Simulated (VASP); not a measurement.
# KCl (Fm-3m) in VASP: a series of runs, part 2 of 2

VASP 6.6.1. Earlier steps stand in the parts before.

## Step 3: Single point, PBE-based screened hybrid with 15 % exact exchange

POSCAR reads:

```
KCl
1.0
    0.0000000000      3.1448471156      3.1448471156
    3.1448471156      0.0000000000      3.1448471156
    3.1448471156      3.1448471156      0.0000000000
K Cl
1 1
Direct
    0.0000000000      0.0000000000      0.0000000000
    0.5000000000      0.5000000000      0.5000000000
```

INCAR.step1 reads:

```
SYSTEM = KCl
ALGO = Normal
EDIFF = 1E-5
ENCUT = 520
GGA = PE
ISIF = 2
ISMEAR = 0
LASPH = .TRUE.
LCHARG = .FALSE.
LREAL = .FALSE.
LWAVE = .TRUE.
NBANDS = 15
NELM = 60
PREC = Accurate
SIGMA = 0.01
```

INCAR.step2 reads:

```
SYSTEM = KCl
AEXX = 0.15
ALGO = Normal
EDIFF = 1E-6
ENCUT = 520
GGA = PE
HFSCREEN = 0.2078
ISIF = 2
ISMEAR = 0
ISTART = 1
LASPH = .TRUE.
LCHARG = .FALSE.
LHFCALC = .TRUE.
LREAL = .FALSE.
LWAVE = .FALSE.
NBANDS = 15
NELM = 60
PREC = Accurate
PRECFOCK = Normal
SIGMA = 0.01
```

KPOINTS reads:

```
k-points
0
G
  4 4 4
  0 0 0
```

Potentials or basis: VASP PAW PBE potentials, release 64 (K_sv, Cl).

On the command line:

```sh
$ cat potpaw_PBE.64/K_sv/POTCAR potpaw_PBE.64/Cl/POTCAR > POTCAR
$ cp INCAR.step1 INCAR
$ mpirun -np 1 vasp_std > vasp.out
$ cp INCAR.step2 INCAR
$ mpirun -np 1 vasp_std > vasp.out
```

OUTCAR:

```text
SYSTEM = KCl
   AEXX = 0.15
   EDIFF = 1E-6
   ENCUT = 520
   GGA = PE
   HFSCREEN = 0.2078
   ISIF = 2
   ISMEAR = 0
   ISTART = 1
   LASPH = .TRUE.
   LHFCALC = .TRUE.
   LREAL = .FALSE.
   NELM = 60
   PREC = Accurate
   PRECFOCK = Normal

 ion  position               nearest neighbor table
   1  0.000  0.000  0.000-   2 3.14   2 3.14   2 3.14   2 3.14   2 3.14   2 3.14
   2  0.500  0.500  0.500-   1 3.14   1 3.14   1 3.14   1 3.14   1 3.14   1 3.14

  LATTYP: Found a face centered cubic cell.
 ALAT       =     6.2896942312

  Lattice vectors:

 A1 = (   0.0000000000,   3.1448471156,   3.1448471156)
 A2 = (   3.1448471156,   0.0000000000,   3.1448471156)
 A3 = (   3.1448471156,   3.1448471156,   0.0000000000)

Analysis of symmetry for initial positions (statically):
=====================================================================
 Subroutine PRICEL returns:
 Original cell was already a primitive cell.

 Routine SETGRP: Setting up the symmetry group for a
 face centered cubic supercell.

 Subroutine GETGRP returns: Found 48 space group operations
 (whereof 48 operations were pure point group operations)
 out of a pool of 48 trial point group operations.

The static configuration has the point symmetry O_h .

Analysis of symmetry for dynamics (positions and initial velocities):
=====================================================================
 Subroutine PRICEL returns:
 Original cell was already a primitive cell.

 Routine SETGRP: Setting up the symmetry group for a
 face centered cubic supercell.

 Subroutine GETGRP returns: Found 48 space group operations
 (whereof 48 operations were pure point group operations)
 out of a pool of 48 trial point group operations.

The dynamic configuration has the point symmetry O_h .

 Subroutine INISYM returns: Found 48 space group operations
 (whereof 48 operations are pure point group operations),
 and found     1 'primitive' translations

----------------------------------------------------------------------------------------

                                     Primitive cell

  volume of cell :      62.2055

  direct lattice vectors                    reciprocal lattice vectors
     0.000000000  3.144847116  3.144847116    -0.158990241  0.158990241  0.158990241
     3.144847116  0.000000000  3.144847116     0.158990241 -0.158990241  0.158990241
     3.144847116  3.144847116  0.000000000     0.158990241  0.158990241 -0.158990241

  length of vectors
     4.447485442  4.447485442  4.447485442     0.275379175  0.275379175  0.275379175

  position of ions in fractional coordinates (direct lattice)
     0.000000000  0.000000000  0.000000000
     0.500000000  0.500000000  0.500000000

  ion indices of the primitive-cell ions
   primitive index   ion index
                 1           1
                 2           2

----------------------------------------------------------------------------------------

 KPOINTS: k-points

Automatic generation of k-mesh.
 Grid dimensions read from file:
 generate k-points for:    4    4    4

 Generating k-lattice:

  Cartesian coordinates                     Fractional coordinates (reciprocal lattice)
[... 33 lines left out ...]
 SYSTEM =  KCl
   PREC   = accura    normal or accurate (medium, high low for compatibility)
   ISTART =      1    job   : 0-new  1-cont  2-samecut
   ICHARG =      0    charge: 1-file 2-atom 10-const
   ISPIN  =      1    spin polarized calculation?
   LNONCOLLINEAR =      F non collinear calculations
   LSORBIT =      F    spin-orbit coupling
   LASPH  =      T    aspherical Exc in radial PAW
   ENCUT  =  520.0 eV  38.22 Ry    6.18 a.u.   8.27  8.27  8.27*2*pi/ulx,y,z
   NELM   =     60;   NELMIN=  2; NELMDL=  0     # of ELM steps
   EDIFF  = 0.1E-05   stopping-criterion for ELM
   LREAL  =      F    real-space projection
   EDIFFG = 0.1E-04   stopping-criterion for IOM
   NSW    =      0    number of steps for IOM
   IBRION =     -1    ionic relax: 0-MD 1-quasi-New 2-CG
   NFREE  =      0    steps in history (QN), initial steepest desc. (CG)
   ISIF   =      2    stress and relaxation
   ISYM   =      3    0-nonsym 1-usesym 2-fastsym
   POTIM  = 0.5000    time-step for ionic-motion
   TEBEG  =    0.0;   TEEND  =   0.0 temperature during run
   PSTRESS=    0.0 pullay stress
   NELECT =      16.0000    total number of electrons
   NUPDOWN=      -1.0000    fix difference up-down
   EMIN   =  10.00;   EMAX   =-10.00  energy-range for DOS
   EFERMI =   0.00;   METHOD = LEGACY
   ISMEAR =     0;   SIGMA  =   0.01  broadening in eV -4-tet -1-fermi 0-gaus
   EFERMI_NEDOS =   21; number of points for ismear=-14 and -15
   IALGO  =     38    algorithm
   IMIX   =      1    mixing-type and parameters
     AMIX     =   0.40;   BMIX     =  1.00
     AMIX_MAG =   1.60;   BMIX_MAG =  1.00
  volume/ion in A,a.u.               =      31.10       209.89
  Fermi-wavevector in a.u.,A,eV,Ry     =   1.041131  1.967452 14.748080  1.083953
  Thomas-Fermi vector in A             =   2.175738
   LORBIT       =      0    0 simple, 1 ext, 2 COOP (PROOUT), +10 PAW based schemes
   GGA     = PE    functional components
   LHFCALC =     T    Hartree Fock is set to
   PRECFOCK=normal    Normal, Fast or Accurate (Low or Medium for compatibility)
   ENCUT4O =  -1.0   cutoff for four orbital integrals eV
   NKREDX  =     1    reduce k-point grid by
   NKREDY  =     1    reduce k-point grid by
   NKREDZ  =     1    reduce k-point grid by
   AEXX    =    0.1500 exact exchange contribution
   HFSCREEN=    0.2078 screening length (either q_TF or 0.3 A-1)
   HFSCREENC=   0.2078 screening length for correlation (either q_TF or 0.3 A-1)
   ENCUTFOCK=  -1.0 apply spherical cutoff to Coloumb kernel
   IVDW    =     0    specifies the selected vdW correction
   LEPSILON=     F    determine dielectric tensor
   LRPA    =     F    only Hartree local field effects (RPA)
 non-spin polarized calculation
 Gauss-broadening in eV      SIGMA  =   0.01
  energy-cutoff  :      520.00
  volume of cell :       62.21
 maximum number of plane-waves:      1700
 NGX is ok and might be reduce to    36
  NGX = 28; NGY = 28; NGZ = 28

 number of electron      16.0000001 magnetization

 Free energy of the ion-electron system (eV)
  ---------------------------------------------------
  ext. energy  EPLUGINS =         0.00000000
  ---------------------------------------------------
  free energy    TOTEN  =        -7.43536980 eV

  energy without entropy =       -7.43536980  energy(sigma->0) =       -7.43536980

 E-fermi :  -2.2912     XC(G=0):  -6.8062

 val. band max:       -2.4261176997   @ k =   0.0000   0.0000   0.0000
 cond. band min:       3.5470566569   @ k =   0.0000   0.0000   0.0000
 fundamental gap:      5.9731743566
 Fermi energy:        -2.2911531038

 k-point     1 :       0.0000    0.0000    0.0000
  band No.  band energies     occupation
      1     -30.8619      2.00000
      2     -15.2350      2.00000
      3     -13.5113      2.00000
      4     -13.5113      2.00000
      5     -13.5113      2.00000
      6      -2.4261      2.00000
      7      -2.4261      2.00000
      8      -2.4261      2.00000
      9       3.5471      0.00000
     10       6.8755      0.00000
     11       6.8756      0.00000
     12       6.8756      0.00000
     13       7.8308      0.00000
     14       7.8308      0.00000
[... 113 lines left out ...]
      2     -15.2172      2.00000
      3     -13.6125      2.00000
      4     -13.6125      2.00000
      5     -13.4262      2.00000
      6      -2.9274      2.00000
      7      -2.9176      2.00000
      8      -2.9176      2.00000
      9       6.4684      0.00000
     10       6.4684      0.00000
     11       7.9567      0.00000
     12       8.4707      0.00000
     13      10.4674      0.00000
     14      10.4754      0.00000
     15      10.6232      0.00000

------------------------ aborting loop because EDIFF is reached ----------------------------------------

  FORCE on cell =-STRESS in cart. coord.  units (eV):
  Direction    XX          YY          ZZ          XY          YZ          ZX
  --------------------------------------------------------------------------------------
  -------------------------------------------------------------------------------------
  Total        0.2479037      0.2479037      0.2479037     -0.0000000     -0.0000000     -0.0000000
  in kB        6.3850602      6.3850602      6.3850602     -0.0000000     -0.0000000     -0.0000000
  external PRESSURE =       6.3850602 kB  Pullay stress =       0.0000000 kB

 VOLUME and BASIS-vectors are now :
 -----------------------------------------------------------------------------
  energy-cutoff  :      520.00
  volume of cell :       62.21
      direct lattice vectors                 reciprocal lattice vectors
     0.000000000  3.144847116  3.144847116    -0.158990241  0.158990241  0.158990241
     3.144847116  0.000000000  3.144847116     0.158990241 -0.158990241  0.158990241
     3.144847116  3.144847116  0.000000000     0.158990241  0.158990241 -0.158990241

 POSITION                                       TOTAL-FORCE (eV/Angst)
 -----------------------------------------------------------------------------------
      0.00000      0.00000      0.00000         0.000000      0.000000      0.000000
      3.14485      3.14485      3.14485         0.000000     -0.000000      0.000000
 -----------------------------------------------------------------------------------
    total drift:                               -0.000000     -0.000000     -0.000000

  FREE ENERGIE OF THE ION-ELECTRON SYSTEM (eV)
  ---------------------------------------------------
  free  energy   TOTEN  =        -7.4353698022 eV

  energy  without entropy=       -7.4353698022  energy(sigma->0) =       -7.43536980
```

Run time: 11 min. Hardware: 1 thread of Intel Xeon 8259CL, shared host; peak memory 0.31 GiB.

Results:

* Free energy: -7.4354 eV
* Pressure: 0.6 GPa
* Band gap on the k mesh: 5.97 eV

Levels at points of the mesh, in eV from the valence-band top:
| k point | band 6 | band 7 | band 8 | band 9 | band 10 | band 11 |
| --- | --- | --- | --- | --- | --- | --- |
| (0.00, 0.00, 0.00) | 0.00 | 0.00 | 0.00 | 5.97 | 9.30 | 9.30 |
| (0.50, 0.00, 0.00) | -1.08 | -0.33 | -0.33 | 8.38 | 9.51 | 11.60 |
| (0.50, 0.50, 0.00) | -0.69 | -0.23 | -0.23 | 7.35 | 9.24 | 10.93 |

Caveat: the k points lie up to 0.43 Å⁻¹ apart; the PAW data sets were made with another functional, which shifts forces and pressure a little.

## Step 4: Single point, PBE-based screened hybrid with 100 % exact exchange

POSCAR is that of step 3.

INCAR.step1 reads:

```
SYSTEM = KCl
PREC = Accurate
ENCUT = 520
EDIFF = 1E-5
ISMEAR = 0
SIGMA = 0.01
LREAL = .FALSE.
LASPH = .TRUE.
NELM = 60
ALGO = Normal
ISIF = 2
LWAVE = .TRUE.
LCHARG = .FALSE.
NBANDS = 15
GGA = PE
```

INCAR.step2 reads:

```
SYSTEM = KCl
PREC = Accurate
ENCUT = 520
EDIFF = 1E-6
ISMEAR = 0
SIGMA = 0.01
LREAL = .FALSE.
LASPH = .TRUE.
NELM = 60
ALGO = Normal
ISIF = 2
LWAVE = .FALSE.
LCHARG = .FALSE.
GGA = PE
LHFCALC = .TRUE.
AEXX = 1.0
HFSCREEN = 0.5
PRECFOCK = Normal
NBANDS = 15
ISTART = 1
ALDAC = 1.0
AGGAC = 1.0
```

KPOINTS reads:

```
regular mesh
0
G
  4 4 4
  0 0 0
```

On the command line:

```sh
$ cat potpaw_PBE.64/K_sv/POTCAR potpaw_PBE.64/Cl/POTCAR > POTCAR
$ cp INCAR.step1 INCAR
$ mpirun -np 1 vasp_std > vasp.out
$ cp INCAR.step2 INCAR
$ mpirun -np 1 vasp_std > vasp.out
```

Run time: 18 min. Hardware: 1 thread of Intel Xeon 8259CL, shared host; peak memory 0.32 GiB.

Results (log left out):

```yaml
Free_energy: -9.3885 eV
Pressure: -0.4 GPa
Band_gap_on_the_k_mesh: 7.99 eV
```

Levels at points of the mesh, in eV from the valence-band top:
| k point | band 5 | band 6 | band 7 | band 8 | band 9 | band 10 | band 11 | band 12 |
| --- | --- | --- | --- | --- | --- | --- | --- | --- |
| (0.00, 0.00, 0.00) | -12.95 | 0.00 | 0.00 | 0.00 | 7.99 | 11.64 | 11.64 | 11.64 |
| (0.50, 0.00, 0.00) | -12.77 | -1.04 | -0.32 | -0.32 | 10.36 | 11.78 | 14.49 | 14.49 |
| (0.50, 0.50, 0.00) | -13.00 | -0.67 | -0.24 | -0.24 | 9.41 | 11.47 | 13.09 | 14.23 |

Caveat: the k points lie up to 0.43 Å⁻¹ apart; the PAW data sets were made with another functional, which shifts forces and pressure a little.

## Step 5: Overview

```tsv
level	share of exact exchange	screening parameter	gap on the mesh (eV)	pressure (GPa)
HSE06	0.25	0.2079 1/Å	6.50	0.5
PBE-based screened hybrid with 15 % exact exchange	0.15	0.2078 1/Å	5.97	0.6
PBE-based screened hybrid with 100 % exact exchange	1	0.5 1/Å	7.99	-0.4
```

Alike in all rows: task single point; potentials or basis VASP PAW PBE potentials, release 64 (K_sv, Cl); no spin polarisation; cell as given; k mesh 4 × 4 × 4; cutoff (eV) 520; smearing gaussian 0.01 eV.

Caveats: all runs use coarse meshes; the PAW data sets were made with another functional, which shifts forces and pressure a little.

Total energies depend on the potentials used, so only differences within one code and one set of settings carry meaning.
